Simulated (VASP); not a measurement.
# Fe (Im-3m) in VASP: notebook

Runs on Fe. Level: r2SCAN. Tasks: single point.

All numbers are computed with VASP 6.6.1; they aren't measurements. Logs are shortened: lines on timing, memory, paths and dates and some standing lists are left out, and cuts for length are marked.

## 1. The cell of the first run

The structure is cubic, space group Im-3m (No. 229). Conventional cell: a = 2.886 Å, b = 2.886 Å, c = 2.886 Å, α = 90.00°, β = 90.00°, γ = 90.00°. Fe (site symmetry m-3m) has 14 Fe at 2.50 to 2.89 Å within 3.3 Å.

## 2. Single point, r2SCAN, collinear spin, ferromagnetic start

POSCAR

```
Fe
1.0
   -1.4430000000      1.4430000000      1.4430000000
    1.4430000000     -1.4430000000      1.4430000000
    1.4430000000      1.4430000000     -1.4430000000
Fe
1
Direct
    0.0000000000      0.0000000000      0.0000000000
```

INCAR.step1

```
SYSTEM = Fe
ALGO = Normal
EDIFF = 1E-4
ENCUT = 520
GGA = PE
ISMEAR = 0
ISPIN = 2
LASPH = .TRUE.
LCHARG = .FALSE.
LMAXMIX = 4
LREAL = .FALSE.
LWAVE = .TRUE.
MAGMOM = 2
NBANDS = 14
NELM = 150
NUPDOWN = 2.0
PREC = Accurate
SIGMA = 0.05
```

INCAR.step2

```
SYSTEM = Fe
ALGO = Normal
EDIFF = 1E-6
ENCUT = 520
ISIF = 2
ISMEAR = 0
ISPIN = 2
ISTART = 1
LASPH = .TRUE.
LCHARG = .FALSE.
LMAXMIX = 4
LMIXTAU = .TRUE.
LORBIT = 11
LREAL = .FALSE.
LWAVE = .FALSE.
MAGMOM = 2
METAGGA = R2SCAN
NBANDS = 14
NELM = 150
NUPDOWN = 2.0
PREC = Accurate
SIGMA = 0.05
```

KPOINTS

```
k-points
0
G
  12 12 12
  0 0 0
```

Potentials or basis: VASP PAW PBE potentials, release 64 (Fe).

Launch:

```
$ cat potpaw_PBE.64/Fe/POTCAR > POTCAR
$ cp INCAR.step1 INCAR
$ mpirun -np 1 vasp_std > vasp.out
$ cp INCAR.step2 INCAR
$ mpirun -np 1 vasp_std > vasp.out
```

OUTCAR:

```text
SYSTEM = Fe
   EDIFF = 1E-6
   ENCUT = 520
   ISIF = 2
   ISMEAR = 0
   ISPIN = 2
   ISTART = 1
   LASPH = .TRUE.
   LORBIT = 11
   LREAL = .FALSE.
   METAGGA = R2SCAN
   NELM = 150
   NUPDOWN = 2.0
   PREC = Accurate

 ion  position               nearest neighbor table
   1  0.000  0.000  0.000-

  LATTYP: Found a body centered cubic cell.
 ALAT       =     2.8860000000

  Lattice vectors:

 A1 = (  -1.4430000000,   1.4430000000,   1.4430000000)
 A2 = (   1.4430000000,  -1.4430000000,   1.4430000000)
 A3 = (   1.4430000000,   1.4430000000,  -1.4430000000)

Analysis of symmetry for initial positions (statically):
=====================================================================
 Subroutine PRICEL returns:
 Original cell was already a primitive cell.

 Routine SETGRP: Setting up the symmetry group for a
 body centered cubic supercell.

 Subroutine GETGRP returns: Found 48 space group operations
 (whereof 48 operations were pure point group operations)
 out of a pool of 48 trial point group operations.

The static configuration has the point symmetry O_h .

Analysis of symmetry for dynamics (positions and initial velocities):
=====================================================================
 Subroutine PRICEL returns:
 Original cell was already a primitive cell.

 Routine SETGRP: Setting up the symmetry group for a
 body centered cubic supercell.

 Subroutine GETGRP returns: Found 48 space group operations
 (whereof 48 operations were pure point group operations)
 out of a pool of 48 trial point group operations.

The dynamic configuration has the point symmetry O_h .

Analysis of structural, dynamic, and magnetic symmetry:
=====================================================================
 Subroutine PRICEL returns:
 Original cell was already a primitive cell.

 Routine SETGRP: Setting up the symmetry group for a
 body centered cubic supercell.

 Subroutine GETGRP returns: Found 48 space group operations
 (whereof 48 operations were pure point group operations)
 out of a pool of 48 trial point group operations.

The overall configuration has the point symmetry O_h .

 Subroutine INISYM returns: Found 48 space group operations
 (whereof 48 operations are pure point group operations),
 and found     1 'primitive' translations

----------------------------------------------------------------------------------------

                                     Primitive cell

  volume of cell :      12.0187

  direct lattice vectors                    reciprocal lattice vectors
[... 117 lines left out ...]
 Gauss-broadening in eV      SIGMA  =   0.05
  energy-cutoff  :      520.00
  volume of cell :       12.02
 maximum number of plane-waves:       339
   NGX =  9   NGY =  9   NGZ =  9

 number of electron       7.9999995 magnetization       1.9999998

 Free energy of the ion-electron system (eV)
  ---------------------------------------------------
  ext. energy  EPLUGINS =         0.00000000
  ---------------------------------------------------
  free energy    TOTEN  =       -14.16370682 eV

  energy without entropy =      -14.16260164  energy(sigma->0) =      -14.16315423

 E-fermi :   5.5182     XC(G=0): -13.9332

 val. band max:        5.5034803195   @ k =  -0.1667   0.1667   0.1667
 cond. band min:       4.6022149550   @ k =   0.5000   0.5000   0.4167
 fundamental gap:     -0.9012653645
 Fermi energy:         4.5913851675

 spin component 1

 k-point     1 :       0.0000    0.0000    0.0000
  band No.  band energies     occupation
      1      -3.0809      1.00000
      2       2.6586      1.00000
      3       2.6586      1.00000
      4       2.6587      1.00000
      5       3.4368      1.00000
      6       3.4368      1.00000
      7      30.7867      0.00000
      8      30.7867      0.00000
      9      30.7868      0.00000
     10      35.3987      0.00000
     11      35.3987      0.00000
     12      37.2053      0.00000
     13      37.2053      0.00000
     14      37.2054      0.00000
[... 379 lines left out ...]
      3       3.6031      1.00000
      4       3.6410      1.00000
      5       3.7191      1.00000
      6       7.8068      0.00000
      7      12.2987      0.00000
      8      21.0815      0.00000
      9      22.2271      0.00000
     10      32.0147      0.00000
     11      35.9634      0.00000
     12      40.6639      0.00000
     13      44.2889      0.00000
     14      45.9874      0.00000

 [... further k-points ...]

 spin component 2

 k-point     1 :       0.0000    0.0000    0.0000
  band No.  band energies     occupation
      1      -3.7675      1.00000
      2       4.8739      1.00000
      3       4.8740      1.00000
      4       4.8740      1.00000
      5       7.5817      0.00000
      6       7.5818      0.00000
      7      30.3797      0.00000
      8      30.3797      0.00000
      9      30.3797      0.00000
     10      36.0184      0.00000
     11      36.0188      0.00000
     12      38.2646      0.00000
     13      38.2647      0.00000
     14      38.2653      0.00000
[... 379 lines left out ...]
      3       4.5049      1.00000
      4       7.3596      0.00000
      5       7.8440      0.00000
      6       9.0204      0.00000
      7      13.7838      0.00000
      8      21.3720      0.00000
      9      23.1210      0.00000
     10      32.2549      0.00000
     11      37.0891      0.00000
     12      41.0551      0.00000
     13      44.9524      0.00000
     14      47.7367      0.00000

 [... further k-points ...]
[... 5 lines left out ...]
  --------------------------------------------------------------------------------------
  -------------------------------------------------------------------------------------
  Total       -1.3797963     -1.3797963     -1.3797963     -0.0000000     -0.0000000     -0.0000000
  in kB     -183.9359311   -183.9359311   -183.9359311     -0.0000000     -0.0000000     -0.0000000
  external PRESSURE =    -183.9359311 kB  Pullay stress =       0.0000000 kB

 VOLUME and BASIS-vectors are now :
 -----------------------------------------------------------------------------
  energy-cutoff  :      520.00
  volume of cell :       12.02
      direct lattice vectors                 reciprocal lattice vectors
    -1.443000000  1.443000000  1.443000000     0.000000000  0.346500347  0.346500347
     1.443000000 -1.443000000  1.443000000     0.346500347  0.000000000  0.346500347
     1.443000000  1.443000000 -1.443000000     0.346500347  0.346500347  0.000000000

 POSITION                                       TOTAL-FORCE (eV/Angst)
 -----------------------------------------------------------------------------------
      0.00000      0.00000      0.00000         0.000000      0.000000      0.000000
 -----------------------------------------------------------------------------------
    total drift:                                0.000000     -0.000000      0.000000

  FREE ENERGIE OF THE ION-ELECTRON SYSTEM (eV)
  ---------------------------------------------------
  free  energy   TOTEN  =       -14.1637068220 eV

  energy  without entropy=      -14.1626016364  energy(sigma->0) =      -14.16315423

 total charge

# of ion       s       p       d       tot
------------------------------------------
    1        0.464   0.521   6.178   7.163

 magnetization (x)

# of ion       s       p       d       tot
------------------------------------------
    1       -0.017  -0.117   2.211   2.077
```

OUTCAR.step1:

```text
SYSTEM = Fe
   EDIFF = 1E-4
   ENCUT = 520
   GGA = PE
   ISMEAR = 0
   ISPIN = 2
   LASPH = .TRUE.
[... 1053 lines left out ...]
 POSITION                                       TOTAL-FORCE (eV/Angst)
 -----------------------------------------------------------------------------------
      0.00000      0.00000      0.00000        -0.000000      0.000000     -0.000000
 -----------------------------------------------------------------------------------
    total drift:                               -0.000000     -0.000000      0.000000

  FREE ENERGIE OF THE ION-ELECTRON SYSTEM (eV)
  ---------------------------------------------------
  free  energy   TOTEN  =        -8.1959310878 eV

  energy  without entropy=       -8.1947161930  energy(sigma->0) =       -8.19532364
```

Wall time 97 s (1 thread of AMD EPYC 7R13, shared host); peak memory 0.12 GiB.

What came out:

```
Free energy                                           : -14.1637 eV
Pressure                                              : -18.4 GPa
Net moment                                            : 2.00 μB per cell
Site moments                                          : Fe +2.08 μB
Valence electrons inside the program's atomic spheres : Fe 7.16
```

Caveat: the PAW data sets were made with another functional, which shifts forces and pressure a little; the total moment is fixed, so each spin has its own Fermi level.

## 3. Single point, r2SCAN, collinear spin, ferromagnetic start

POSCAR is that of step 2.

INCAR.step1

```
SYSTEM = Fe
PREC = Accurate
ENCUT = 520
ISMEAR = 0
SIGMA = 0.05
LREAL = .FALSE.
LASPH = .TRUE.
NELM = 150
ISPIN = 2
MAGMOM = 6
NUPDOWN = 6.0
LMAXMIX = 4
NBANDS = 14
GGA = PE
ALGO = Normal
EDIFF = 1E-4
LWAVE = .TRUE.
LCHARG = .FALSE.
```

INCAR.step2

```
SYSTEM = Fe
PREC = Accurate
ENCUT = 520
EDIFF = 1E-7
ISMEAR = 0
SIGMA = 0.05
LREAL = .FALSE.
LASPH = .TRUE.
NELM = 150
ALGO = Normal
ISIF = 2
LWAVE = .FALSE.
LCHARG = .TRUE.
ISPIN = 2
MAGMOM = 6
LORBIT = 11
NUPDOWN = 6.0
LMAXMIX = 4
METAGGA = R2SCAN
LMIXTAU = .TRUE.
LELF = .TRUE.
LVHAR = .TRUE.
NBANDS = 14
ISTART = 1
```

KPOINTS

```
Automatic mesh
0
G
  12 12 12
  0 0 0
```

Potentials or basis: VASP PAW PBE potentials, release 64 (Fe).

Launch:

```
$ cat potpaw_PBE.64/Fe/POTCAR > POTCAR
$ cp INCAR.step1 INCAR
$ mpirun -np 1 vasp_std > vasp.out
$ cp INCAR.step2 INCAR
$ mpirun -np 1 vasp_std > vasp.out
```

Run time: 2.5 min. Hardware: 1 thread of AMD EPYC 7R13, shared host; peak memory 0.12 GiB.

It converged, with:

```yaml
Free_energy: -4.0173 eV
Pressure: 185.2 GPa
Net_moment: 6.00 μB per cell
Site_moments: Fe +5.51 μB
Valence_electrons_inside_the_program's_atomic_spheres: Fe 7.09
```

Caveat: the PAW data sets were made with another functional, which shifts forces and pressure a little; the total moment is fixed, so each spin has its own Fermi level.

## 4. Single point, r2SCAN, collinear spin, ferromagnetic start

POSCAR is that of step 3.

INCAR.step1

```
SYSTEM = Fe
ALGO = Normal
EDIFF = 1E-4
ENCUT = 520
GGA = PE
ISMEAR = 0
ISPIN = 2
LASPH = .TRUE.
LCHARG = .FALSE.
LMAXMIX = 4
LREAL = .FALSE.
LWAVE = .TRUE.
MAGMOM = 0.4
NBANDS = 14
NELM = 150
PREC = Accurate
SIGMA = 0.05
```

INCAR.step2

```
SYSTEM = Fe
ALGO = Normal
EDIFF = 1E-6
ENCUT = 520
ISIF = 2
ISMEAR = 0
ISPIN = 2
ISTART = 1
LASPH = .TRUE.
LCHARG = .FALSE.
LMAXMIX = 4
LMIXTAU = .TRUE.
LORBIT = 11
LREAL = .FALSE.
LWAVE = .FALSE.
MAGMOM = 0.4
METAGGA = R2SCAN
NBANDS = 14
NELM = 150
PREC = Accurate
SIGMA = 0.05
```

KPOINTS

```
k-points
0
G
  12 12 12
  0 0 0
```

Launch:

```
$ cat potpaw_PBE.64/Fe/POTCAR > POTCAR
$ cp INCAR.step1 INCAR
$ mpirun -np 1 vasp_std > vasp.out
$ cp INCAR.step2 INCAR
$ mpirun -np 1 vasp_std > vasp.out
```

It took 2.6 min on 1 thread of AMD EPYC 7R13, shared host; peak memory 0.12 GiB.

The run converged. Its results:

* Free energy: -14.3534 eV
* Pressure: -2.5 GPa
* Net moment: 2.71 μB per cell
* Site moments: Fe +2.79 μB
* Valence electrons inside the program's atomic spheres: Fe 7.16

Levels at points of the mesh, in eV from the Fermi level:
Spin up:
| k point | band 2 | band 3 | band 4 | band 5 | band 6 | band 7 | band 8 | band 9 |
| --- | --- | --- | --- | --- | --- | --- | --- | --- |
| (0.00, 0.00, 0.00) | -3.10 | -3.10 | -3.10 | -1.92 | -1.92 | 25.40 | 25.40 | 25.40 |
| (0.50, 0.00, 0.00) | -4.06 | -1.89 | -1.77 | -0.66 | 0.54 | 6.65 | 18.57 | 19.85 |
| (0.50, 0.50, 0.50) | -5.24 | -0.90 | -0.90 | -0.90 | 9.76 | 9.76 | 9.76 | 15.26 |
Spin down:
```tsv
k point	band 1	band 2	band 3	band 4	band 5	band 6	band 7
(0.00, 0.00, 0.00)	-9.02	0.42	0.42	0.42	2.55	2.55	25.04
(0.50, 0.00, 0.00)	-3.40	-0.96	-0.03	2.39	2.83	3.38	8.98
(0.50, 0.50, 0.50)	-2.55	-2.55	3.08	3.08	3.08	10.13	10.13
```

Caveat: the PAW data sets were made with another functional, which shifts forces and pressure a little.

## 5. The runs side by side

```tsv
fixed moment (μB)	pressure (GPa)	moment (μB)
2.0	-18.4	2.00
6.0	185.2	6.00
-	-2.5	2.71
```

Alike in all rows: task single point; level r2SCAN; potentials or basis VASP PAW PBE potentials, release 64 (Fe); spin collinear, ferromagnetic start; cell as given; k mesh 12 × 12 × 12; cutoff (eV) 520; smearing gaussian 0.05 eV.

Caveats: the PAW data sets were made with another functional, which shifts forces and pressure a little; the total moment is fixed, so each spin has its own Fermi level (some runs).

Total energies depend on the potentials used, so only differences within one code and one set of settings carry meaning.
